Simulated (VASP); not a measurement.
## Si (a cell with a defect): relaxation of the atoms with LDA

Si (a cell with a defect):

```
CELL_PARAMETERS angstrom
0.00000 5.43000 5.43000
5.43000 0.00000 5.43000
5.43000 5.43000 0.00000
ATOMIC_POSITIONS crystal
Si 0.00000 0.00000 0.00000
Si 0.12500 0.12500 0.12500
Si 0.00000 0.00000 0.50000
Si 0.12500 0.12500 0.62500
Si 0.00000 0.50000 0.00000
Si 0.12500 0.62500 0.12500
Si 0.00000 0.50000 0.50000
Si 0.12500 0.62500 0.62500
Si 0.50000 0.00000 0.00000
Si 0.62500 0.12500 0.12500
Si 0.50000 0.00000 0.50000
Si 0.62500 0.12500 0.62500
Si 0.50000 0.50000 0.00000
Si 0.62500 0.62500 0.12500
Si 0.50000 0.50000 0.50000
Si 0.62500 0.62500 0.62500
Si 0.25272 0.23388 0.74913
```

* Program: VASP 6.6.1
* Task: relaxation of the atoms
* Functional: LDA
* Potentials or basis: VASP PAW LDA potentials, release 64 (Si)
* Cutoff: 520 eV
* k mesh: 2 × 2 × 2
* Occupations: gaussian, width 0.02 eV
* Spin: no spin polarisation
* Dipole correction: no
* Further INCAR settings: LREAL = Auto; ALGO = Normal; EDIFF = 1e-07; IBRION = 2; EDIFFG = -0.03; NSW = 80

```yaml
Energy_gained_by_relaxing: 9.6 meV/atom
Ionic_steps: 10
Pressure_after_relaxing: 1.8 GPa
Largest_force_after_relaxing: 0.019 eV/Å
Band_gap_on_the_k_mesh: zero (bands 34 and 35 overlap by 0.24 eV)
```

Forces in eV/Å, atoms in the order of the input:
```
Si   0.000  0.007 -0.007
Si  -0.004 -0.001  0.000
Si   0.015 -0.004  0.011
Si   0.007  0.007  0.007
Si  -0.009 -0.004  0.003
Si  -0.006 -0.002 -0.010
Si   0.007  0.004  0.008
Si   0.001 -0.004  0.000
Si  -0.003  0.002 -0.005
Si  -0.002 -0.007  0.000
Si  -0.009  0.004 -0.001
Si  -0.001 -0.001 -0.003
Si   0.003  0.003  0.003
Si  -0.004  0.005 -0.003
Si   0.004 -0.006 -0.007
Si  -0.011  0.000 -0.007
Si   0.014 -0.003  0.012
```

Step by step:
| step | energy change (eV) | largest force (eV/Å) | pressure (GPa) |
| --- | --- | --- | --- |
| 1 | 0.0000 | 1.4097 | 2.26 |
| 2 | -0.1487 | 0.3014 | 1.77 |
| 3 | -0.1491 | 0.3249 | 1.76 |
| 4 | -0.1586 | 0.1419 | 1.74 |
| 5 | -0.1589 | 0.1399 | 1.73 |
| 6 | -0.1612 | 0.0786 | 1.75 |
| 7 | -0.1617 | 0.0471 | 1.76 |
| 8 | -0.1623 | 0.0368 | 1.76 |
| 9 | -0.1624 | 0.0477 | 1.75 |
| 10 | -0.1626 | 0.0193 | 1.75 |

Final structure:
```yaml
crystal:
  lattice:
    - [0.00000, 5.43000, 5.43000]
    - [5.43000, 0.00000, 5.43000]
    - [5.43000, 5.43000, 0.00000]
  atoms:
    - { symbol: Si, position: [0.99683, 0.99690, 0.00251] }
    - { symbol: Si, position: [0.12318, 0.12257, 0.13070] }
    - { symbol: Si, position: [0.00067, 0.99635, 0.49987] }
    - { symbol: Si, position: [0.12229, 0.12177, 0.62219] }
    - { symbol: Si, position: [0.99707, 0.50225, 0.00355] }
    - { symbol: Si, position: [0.12627, 0.62453, 0.12453] }
    - { symbol: Si, position: [0.99693, 0.50181, 0.49693] }
    - { symbol: Si, position: [0.12414, 0.62737, 0.62399] }
    - { symbol: Si, position: [0.50320, 0.99695, 0.00290] }
    - { symbol: Si, position: [0.62448, 0.12649, 0.12447] }
    - { symbol: Si, position: [0.50269, 0.99687, 0.49681] }
    - { symbol: Si, position: [0.63142, 0.12239, 0.62287] }
    - { symbol: Si, position: [0.49994, 0.50016, 0.99997] }
    - { symbol: Si, position: [0.62464, 0.62457, 0.12461] }
    - { symbol: Si, position: [0.50375, 0.50213, 0.49703] }
    - { symbol: Si, position: [0.62454, 0.62453, 0.62630] }
    - { symbol: Si, position: [0.25068, 0.24623, 0.74989] }
```

Levels at points of the mesh, in eV from the Fermi level:
| k point | band 30 | band 31 | band 32 | band 33 | band 34 | band 35 | band 36 | band 37 | band 38 | band 39 |
| --- | --- | --- | --- | --- | --- | --- | --- | --- | --- | --- |
| (0.00, 0.00, 0.00) | -1.69 | -0.77 | -0.77 | -0.77 | -0.25 | -0.23 | -0.22 | 0.05 | 0.05 | 0.39 |
| (0.50, 0.00, 0.00) | -1.52 | -1.51 | -1.37 | -1.37 | -0.35 | 0.51 | 0.54 | 0.86 | 0.87 | 1.26 |
| (0.00, 0.50, 0.00) | -1.52 | -1.52 | -1.37 | -1.36 | -0.35 | 0.51 | 0.53 | 0.88 | 0.88 | 1.25 |
| (0.00, 0.00, 0.50) | -1.52 | -1.51 | -1.37 | -1.36 | -0.35 | 0.51 | 0.54 | 0.87 | 0.87 | 1.25 |
| (0.50, 0.50, 0.50) | -1.52 | -1.51 | -1.37 | -1.37 | -0.35 | 0.52 | 0.54 | 0.86 | 0.87 | 1.26 |
| (0.50, 0.50, 0.00) | -1.96 | -1.96 | -1.82 | -0.98 | 0.01 | 0.71 | 1.02 | 1.03 | 1.13 | 1.90 |
| (0.00, 0.50, 0.50) | -1.96 | -1.96 | -1.82 | -0.98 | 0.01 | 0.71 | 1.02 | 1.03 | 1.13 | 1.90 |
| (0.50, 0.00, 0.50) | -1.96 | -1.96 | -1.82 | -0.98 | 0.01 | 0.71 | 1.02 | 1.02 | 1.13 | 1.90 |

It took 26 min on 1 thread of Oxide Virtual Turin-like Processor, with other jobs on the host, peak memory 0.35 GiB.

Caveat: the k points lie up to 0.50 Å⁻¹ apart.
